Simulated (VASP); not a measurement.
# GaSb (zinc blende type) (F-43m) in VASP: a series of runs, part 2 of 2

VASP 6.6.1. The steps go on from the part before.

### 4 Single point, HSE06

This run uses another cell than the first one, of 31.28 Å³/atom.

Contents of POSCAR:

```
GaSb
1.0
    0.0000000000      3.1509257459      3.1509257459
    3.1509257459      0.0000000000      3.1509257459
    3.1509257459      3.1509257459      0.0000000000
Ga Sb
1 1
Direct
    0.0000000000      0.0000000000      0.0000000000
    0.2500000000      0.2500000000      0.2500000000
```

Contents of INCAR.step1:

```
PREC     = Accurate       # precision mode
ENCUT    = 520            # plane-wave cutoff, eV
EDIFF    = 1E-5           # SCF threshold, eV
ISMEAR   = -1             # smearing method
SIGMA    = 0.1            # smearing width, eV
LREAL    = F              # projectors in reciprocal space
LASPH    = T              # aspherical terms in the spheres
NELM     = 80             # most SCF steps
ALGO     = Normal         # electronic algorithm
ISIF     = 2              # what is computed and relaxed
LWAVE    = T              # write WAVECAR
LCHARG   = F              # write CHGCAR
NBANDS   = 16             # bands
GGA      = PE             # functional
```

Contents of INCAR.step2:

```
PREC     = Accurate       # precision mode
ENCUT    = 520            # plane-wave cutoff, eV
EDIFF    = 1E-6           # SCF threshold, eV
ISMEAR   = -1             # smearing method
SIGMA    = 0.1            # smearing width, eV
LREAL    = F              # projectors in reciprocal space
LASPH    = T              # aspherical terms in the spheres
NELM     = 80             # most SCF steps
ALGO     = Normal         # electronic algorithm
ISIF     = 2              # what is computed and relaxed
LWAVE    = F              # write WAVECAR
LCHARG   = F              # write CHGCAR
GGA      = PE             # functional
LHFCALC  = T              # exact exchange
HFSCREEN = 0.2079         # screening, 1/A
PRECFOCK = Normal       
NBANDS   = 16             # bands
ISTART   = 1
```

Contents of KPOINTS:

```
Automatic mesh
0
Gamma
  4 4 4
```

Potentials or basis: VASP PAW PBE potentials, release 64 (Ga_d, Sb).

Command:

```console
> cat potpaw_PBE.64/Ga_d/POTCAR potpaw_PBE.64/Sb/POTCAR > POTCAR
> cp INCAR.step1 INCAR
> mpirun -np 1 vasp_std > vasp.out
> cp INCAR.step2 INCAR
> mpirun -np 1 vasp_std > vasp.out
```

OUTCAR:

```text
PREC = Accurate
   ENCUT = 520
   EDIFF = 1E-6
   ISMEAR = -1
   LREAL = F
   LASPH = T
   NELM = 80
   ISIF = 2
   GGA = PE
   LHFCALC = T
   HFSCREEN = 0.2079
   PRECFOCK = Normal
   ISTART = 1

 ion  position               nearest neighbor table
   1  0.000  0.000  0.000-   2 2.73   2 2.73   2 2.73   2 2.73
   2  0.250  0.250  0.250-   1 2.73   1 2.73   1 2.73   1 2.73

  LATTYP: Found a face centered cubic cell.
[... 330 lines left out ...]
     16      15.6480      0.00000

------------------------ aborting loop because EDIFF is reached ----------------------------------------

  FORCE on cell =-STRESS in cart. coord.  units (eV):
  Direction    XX          YY          ZZ          XY          YZ          ZX
  --------------------------------------------------------------------------------------
  -------------------------------------------------------------------------------------
  Total       -1.3473426     -1.3473426     -1.3473426      0.0000000     -0.0000000      0.0000000
  in kB      -34.5019893    -34.5019893    -34.5019893      0.0000000     -0.0000000      0.0000000
  external PRESSURE =     -34.5019893 kB  Pullay stress =       0.0000000 kB

 VOLUME and BASIS-vectors are now :
 -----------------------------------------------------------------------------
  energy-cutoff  :      520.00
  volume of cell :       62.57
      direct lattice vectors                 reciprocal lattice vectors
     0.000000000  3.150925746  3.150925746    -0.158683524  0.158683524  0.158683524
     3.150925746  0.000000000  3.150925746     0.158683524 -0.158683524  0.158683524
     3.150925746  3.150925746  0.000000000     0.158683524  0.158683524 -0.158683524

 POSITION                                       TOTAL-FORCE (eV/Angst)
 -----------------------------------------------------------------------------------
      0.00000      0.00000      0.00000        -0.000000     -0.000000     -0.000000
      1.57546      1.57546      1.57546         0.000000      0.000000      0.000000
 -----------------------------------------------------------------------------------
    total drift:                                0.000036     -0.000003      0.000005

  FREE ENERGIE OF THE ION-ELECTRON SYSTEM (eV)
  ---------------------------------------------------
  free  energy   TOTEN  =        -8.7208459599 eV

  energy  without entropy=       -8.7140937842  energy(sigma->0) =       -8.71746987
```

OUTCAR.step1:

```text
PREC = Accurate
   ENCUT = 520
   EDIFF = 1E-5
   ISMEAR = -1
   LREAL = F
[... 355 lines left out ...]
      0.00000      0.00000      0.00000        -0.000000     -0.000000     -0.000000
      1.57546      1.57546      1.57546         0.000000      0.000000      0.000000
 -----------------------------------------------------------------------------------
    total drift:                                0.000001      0.000001      0.000001

  FREE ENERGIE OF THE ION-ELECTRON SYSTEM (eV)
  ---------------------------------------------------
  free  energy   TOTEN  =        -7.1915369869 eV

  energy  without entropy=       -7.1795380981  energy(sigma->0) =       -7.18553754
```

OSZICAR.step1:

```text
N       E                     dE             d eps       ncg     rms          rms(c)
DAV:   1     0.853600853461E+02    0.85360E+02   -0.84834E+03   256   0.136E+03
DAV:   2    -0.553783988976E+00   -0.85914E+02   -0.83121E+02   288   0.296E+02
DAV:   3    -0.712720819544E+01   -0.65734E+01   -0.65515E+01   320   0.668E+01
DAV:   4    -0.723792047540E+01   -0.11071E+00   -0.11070E+00   296   0.964E+00
DAV:   5    -0.724107197971E+01   -0.31515E-02   -0.31514E-02   368   0.142E+00    0.290E+00
DAV:   6    -0.719898678935E+01    0.42085E-01   -0.69474E-02   360   0.377E+00    0.171E+00
DAV:   7    -0.718929377152E+01    0.96930E-02   -0.36901E-02   296   0.139E+00    0.387E-01
DAV:   8    -0.719078950468E+01   -0.14957E-02   -0.48106E-03   312   0.721E-01    0.753E-02
DAV:   9    -0.719139443588E+01   -0.60493E-03   -0.69702E-04   280   0.221E-01    0.306E-02
DAV:  10    -0.719153246496E+01   -0.13803E-03   -0.16329E-04   304   0.633E-02    0.102E-02
DAV:  11    -0.719153698694E+01   -0.45220E-05   -0.10785E-05   288   0.312E-02
   1 F= -.71915370E+01 E0= -.71855375E+01  d E =-.119989E-01
```

It took 16 min on 1 thread of Intel Xeon Platinum 8488C (Sapphire Rapids), shared host; peak memory 0.32 GiB.

Results:

| Property | Result |
| --- | --- |
| Free energy | -8.7208 eV |
| Pressure | -3.5 GPa |
| Band gap on the k mesh | 0.14 eV |

Caveat: the k points lie up to 0.43 Å⁻¹ apart; the PAW data sets were made with another functional, which shifts forces and pressure a little; spin-orbit coupling is left out, which moves the levels of the heavy elements.
